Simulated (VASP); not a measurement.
Runs of VASP 6.6.1 on BN. The structure is that of space group P3m1 (No. 156), or close to it. The cells are those of the table. 

```tsv
cell	gap on the mesh (eV)	largest force (eV/Å)
a = 2.536, b = 2.536, c = 4.449 Å, angles 90.0, 90.0, 120.0°, 4 atoms	2.98	5.35
a = 2.536, b = 2.536, c = 7.199 Å, angles 90.0, 90.0, 120.0°, 4 atoms	none	1.91
a = 2.536, b = 2.536, c = 6.199 Å, angles 90.0, 90.0, 120.0°, 4 atoms	none	(b)
a = 2.536, b = 2.536, c = 4.699 Å, angles 90.0, 90.0, 120.0°, 4 atoms	0.40	8.91
a = 2.536, b = 2.536, c = 5.199 Å, angles 90.0, 90.0, 120.0°, 4 atoms	none	(a)
```

Alike in all rows: task single point; level PBE; potentials or basis VASP PAW PBE potentials, release 64 (B, N); no spin polarisation; k mesh 6 × 6 × 3; cutoff (eV) 520; smearing methfessel-paxton 0.05 eV.

**Question.** Fill in the values left out.

**Answer.** (a) 4.12; (b) 1.89.

Caveats: all runs use coarse meshes.

A k mesh can miss the band edges.

A gap of «none» marks levels without a gap at the run's occupations.
